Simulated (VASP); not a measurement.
**PtS2: single point with LDA**

The system is PtS2.

```
CELL_PARAMETERS angstrom
3.61269 0.00000 0.00000
-1.80635 3.12868 0.00000
0.00000 0.00000 5.13763
ATOMIC_POSITIONS crystal
Pt 0.00000 0.00000 0.00000
S 0.33333 0.66667 0.25000
S 0.66667 0.33333 0.75000
```

- Program: VASP 6.6.1
- Task: single point
- Functional: LDA
- Potentials or basis: VASP PAW LDA potentials, release 64 (Pt, S)
- Cutoff: 520 eV
- k mesh: 6 × 6 × 4
- Occupations: gaussian, width 0.1 eV
- Spin: no spin polarisation
- Dipole correction: no
- Further INCAR settings: ALGO = Normal; EDIFF = 1e-07; NBANDS = 18

```yaml
Pressure: -12.1 GPa
Largest_force: 1.302 eV/Å
Band_gap_on_the_k_mesh: 0.41 eV, indirect (least direct gap 1.15 eV)
```

Forces on the atoms (eV/Å):
```
Pt   0.000  0.000  0.000
S    0.000  0.000 -1.302
S    0.000  0.000  1.302
```

Stress tensor (GPa, compression positive):
```
-12.24   0.00   0.00
  0.00 -12.24   0.00
  0.00   0.00 -11.78
```

Levels at points of the mesh, in eV from the valence-band top:
| k point | band 7 | band 8 | band 9 | band 10 | band 11 | band 12 | band 13 | band 14 | band 15 | band 16 |
| --- | --- | --- | --- | --- | --- | --- | --- | --- | --- | --- |
| (0.00, 0.00, 0.00) | -3.54 | -2.12 | -1.06 | -1.06 | 0.00 | 1.60 | 1.60 | 4.43 | 4.57 | 7.91 |
| (0.50, 0.00, 0.00) | -3.29 | -3.02 | -2.88 | -2.87 | -2.44 | 1.08 | 2.16 | 5.07 | 6.18 | 7.65 |
| (0.00, 0.00, 0.50) | -3.56 | -2.74 | -1.36 | -1.36 | -1.33 | 2.20 | 2.20 | 5.38 | 6.36 | 7.56 |
| (0.50, 0.00, 0.50) | -3.10 | -2.89 | -2.58 | -2.51 | -1.42 | 1.24 | 1.75 | 4.63 | 5.15 | 7.35 |

Run time: 28 s on 1 thread of AMD EPYC 7R43 64-Core Processor (Zen 3) (shared host), peak memory 0.13 GiB.

Caveat: spin-orbit coupling is left out, which moves the levels of the heavy elements; forces of over 1 eV/Å act on the atoms, so gaps and moduli don't describe the material at rest. A k mesh can miss the band edges.
